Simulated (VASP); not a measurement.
# GaN (R3m) in VASP: further runs, part 2 of 2

VASP 6.6.1.

### Step 6. Single point, PBE

INCAR reads:

```
SYSTEM = GaN
PREC = Accurate
ENCUT = 600
EDIFF = 1E-6
ISMEAR = -1
SIGMA = 0.02
LREAL = .False.
LASPH = .True.
NELM = 120
ALGO = Normal
ISIF = 2
LWAVE = .False.
LCHARG = .False.
GGA = PE
NBANDS = 16
GGA_COMPAT = .False.
```

KPOINTS reads:

```
Automatic mesh
0
Gamma
  7 7 7
  0 0 0
```

POSCAR reads:

```
GaN
1.0
    0.0225350100      2.2647685050      2.2647685050
    2.2647685050      0.0225350100      2.2647685050
    2.2647685050      2.2647685050      0.0225350100
Ga N
1 1
Direct
    0.0000000000      0.0000000000      0.0000000000
    0.7500000000      0.7500000000      0.7500000000
```

Potentials or basis: VASP PAW PBE potentials, release 64 (Ga_d, N).

Run with:

```bash
$ cat potpaw_PBE.64/Ga_d/POTCAR potpaw_PBE.64/N/POTCAR > POTCAR
$ mpirun -np 1 vasp_std > vasp.out
```

OUTCAR:

```text
SYSTEM = GaN
   PREC = Accurate
   ENCUT = 600
   EDIFF = 1E-6
   ISMEAR = -1
   LREAL = .False.
   LASPH = .True.
   NELM = 120
   ISIF = 2
   GGA = PE

 ion  position               nearest neighbor table
   1  0.000  0.000  0.000-   2 1.95   2 1.95   2 1.95   2 1.97
   2  0.750  0.750  0.750-   1 1.95   1 1.95   1 1.95   1 1.97

  LATTYP: Found a trigonal (rhomboedric) cell.
 ALAT       =     3.2029456113
 COS(alpha) =     0.5099250056

  Lattice vectors:

 A1 = (   0.0225350100,   2.2647685050,   2.2647685050)
 A2 = (   2.2647685050,   0.0225350100,   2.2647685050)
 A3 = (   2.2647685050,   2.2647685050,   0.0225350100)

Analysis of symmetry for initial positions (statically):
=====================================================================
 Subroutine PRICEL returns:
 Original cell was already a primitive cell.

 Routine SETGRP: Setting up the symmetry group for a
 trigonal (rhombohedral) supercell.

 Subroutine GETGRP returns: Found  6 space group operations
 (whereof  6 operations were pure point group operations)
 out of a pool of 12 trial point group operations.
[... 157 lines left out ...]
  ext. energy  EPLUGINS =         0.00000000
  ---------------------------------------------------
  free energy    TOTEN  =       -12.13916327 eV

  energy without entropy =      -12.13916327  energy(sigma->0) =      -12.13916327

 E-fermi :   5.7959     XC(G=0): -11.6670

 val. band max:        5.3038296831   @ k =   0.0000   0.0000   0.0000
 cond. band min:       7.0025021193   @ k =   0.0000   0.0000   0.0000
 fundamental gap:      1.6986724363
 Fermi energy:         5.7959196983

 k-point     1 :       0.0000    0.0000    0.0000
  band No.  band energies     occupation
      1     -10.6530      2.00000
      2      -8.1612      2.00000
      3      -8.1612      2.00000
      4      -8.1592      2.00000
      5      -7.8407      2.00000
      6      -7.8407      2.00000
[... 433 lines left out ...]
      3      -8.0206      2.00000
      4      -7.9168      2.00000
      5      -7.8072      2.00000
      6      -7.1613      2.00000
[... 8 lines left out ...]
     15      24.9854      0.00000
     16      27.2089      0.00000

 [... further k-points ...]
[... 5 lines left out ...]
  --------------------------------------------------------------------------------------
  -------------------------------------------------------------------------------------
  Total        0.7142161      0.7142161      0.7142161     -0.2695356     -0.2695356     -0.2695356
  in kB       49.9999328     49.9999328     49.9999328    -18.8693069    -18.8693069    -18.8693069
  external PRESSURE =      49.9999328 kB  Pullay stress =       0.0000000 kB

 VOLUME and BASIS-vectors are now :
 -----------------------------------------------------------------------------
  energy-cutoff  :      600.00
  volume of cell :       22.89
      direct lattice vectors                 reciprocal lattice vectors
     0.022535010  2.264768505  2.264768505    -0.224095862  0.221888021  0.221888021
     2.264768505  0.022535010  2.264768505     0.221888021 -0.224095862  0.221888021
     2.264768505  2.264768505  0.022535010     0.221888021  0.221888021 -0.224095862

 POSITION                                       TOTAL-FORCE (eV/Angst)
 -----------------------------------------------------------------------------------
      0.00000      0.00000      0.00000        -0.078903     -0.078903     -0.078903
      3.41405      3.41405      3.41405         0.078903      0.078903      0.078903
 -----------------------------------------------------------------------------------
    total drift:                               -0.000074     -0.000074     -0.000074

  FREE ENERGIE OF THE ION-ELECTRON SYSTEM (eV)
  ---------------------------------------------------
  free  energy   TOTEN  =       -12.1391632703 eV

  energy  without entropy=      -12.1391632703  energy(sigma->0) =      -12.13916327
```

OSZICAR:

```text
N       E                     dE             d eps       ncg     rms          rms(c)
DAV:   1     0.871374778253E+02    0.87137E+02   -0.10125E+04  1608   0.221E+03
DAV:   2    -0.797694995837E+01   -0.95114E+02   -0.88861E+02  1608   0.350E+02
DAV:   3    -0.140706648987E+02   -0.60937E+01   -0.60714E+01  1648   0.750E+01
DAV:   4    -0.141415815086E+02   -0.70917E-01   -0.70909E-01  1760   0.887E+00
DAV:   5    -0.141425981921E+02   -0.10167E-02   -0.10167E-02  1680   0.935E-01    0.771E+00
DAV:   6    -0.121373387961E+02    0.20053E+01   -0.49134E+00  2168   0.402E+01    0.266E+00
DAV:   7    -0.121463902443E+02   -0.90514E-02   -0.32900E-01  1464   0.659E+00    0.175E+00
DAV:   8    -0.121429673906E+02    0.34229E-02   -0.58300E-02  1640   0.342E+00    0.753E-01
DAV:   9    -0.121389096966E+02    0.40577E-02   -0.14717E-02  2232   0.284E+00    0.194E-01
DAV:  10    -0.121392568527E+02   -0.34716E-03   -0.15477E-03  1632   0.584E-01    0.878E-02
DAV:  11    -0.121391572175E+02    0.99635E-04   -0.31787E-04  2048   0.288E-01    0.106E-02
DAV:  12    -0.121391634770E+02   -0.62595E-05   -0.32965E-05  1656   0.648E-02    0.110E-02
DAV:  13    -0.121391632703E+02    0.20666E-06   -0.12372E-06  1488   0.177E-02
   1 F= -.12139163E+02 E0= -.12139163E+02  d E =-.126549E-12
```

stdout:

```text
POSCAR found type information on POSCAR GaN
 POSCAR found :  2 types and       2 ions
 scaLAPACK will be used
 LDA part: xc-table for (Slater+PW92), standard interpolation
 POSCAR, INCAR and KPOINTS ok, starting setup
 FFT: planning ... GRIDC
 FFT: planning ... GRID_SOFT
 FFT: planning ... GRID
 WAVECAR not read
 entering main loop
```

It took 30 s on 1 thread of Intel Xeon 8259CL, shared host; peak memory 0.17 GiB.

Results:

```yaml
Free_energy: -12.1392 eV
Pressure: 5.0 GPa
Largest_force: 0.137 eV/Å
Band_gap_on_the_k_mesh: 1.70 eV, direct
```

Forces in eV/Å, atoms in the order of the input:
```
Ga  -0.079 -0.079 -0.079
N    0.079  0.079  0.079
```

### Step 7. The runs side by side

| cell | gap on the mesh (eV) | pressure (GPa) | largest force (eV/Å) |
| --- | --- | --- | --- |
| a = 3.176 Å, angles 60.4°, 2 atoms | 1.70 | 5.0 | 0.10 |
| a = 3.182 Å, angles 60.2°, 2 atoms | 1.71 | 4.9 | 0.05 |
| a = 3.192 Å, angles 59.8°, 2 atoms | 1.72 | 4.9 | 0.05 |
| a = 3.198 Å, angles 59.6°, 2 atoms | 1.71 | 5.0 | 0.09 |
| a = 3.203 Å, angles 59.3°, 2 atoms | 1.70 | 5.0 | 0.14 |

Alike in all rows: task single point; level PBE; potentials or basis VASP PAW PBE potentials, release 64 (Ga_d, N); no spin polarisation; k mesh 7 × 7 × 7; cutoff (eV) 600; smearing fermi-dirac 0.02 eV.

Absolute energies hang on the potentials; compare differences alone.
